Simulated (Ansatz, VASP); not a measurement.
## Two plane-wave programs on TaN

```
Ta N
1.0
     0.00000    2.20853    2.20853
     2.20853    0.00000    2.20853
     2.20853    2.20853    0.00000
Ta N
1 1
Cartesian
  2.2085 2.2085 2.2085
  0.0000 0.0000 0.0000
```

Alike in both runs: task electric field gradients; functional PBE; k mesh 11 × 11 × 11; occupations fermi-dirac, width 0.02 eV; no spin polarisation.

```csv
,VASP,Ansatz
version,VASP 6.6.1,Ansatz 0.2.0
potentials or method,"VASP PAW PBE potentials, release 64 (Ta_pv, N)","PAW with Ansatz's default frozen-core files, scalar-relativistic"
plane-wave cutoff (eV),520,420
valence electrons in the cell,16,18
```

|  | VASP | Ansatz | Ansatz less VASP |
| --- | --- | --- | --- |
| pressure (GPa) | 0.8 | 0.0 | -0.78 |

With one functional, cell and mesh, what is left measures potentials, basis and numerics. VASP's potentials hold 16 valence electrons a cell and Ansatz's 18, so a difference there can come from the potentials and not from the codes.

Spin-orbit coupling is off throughout.
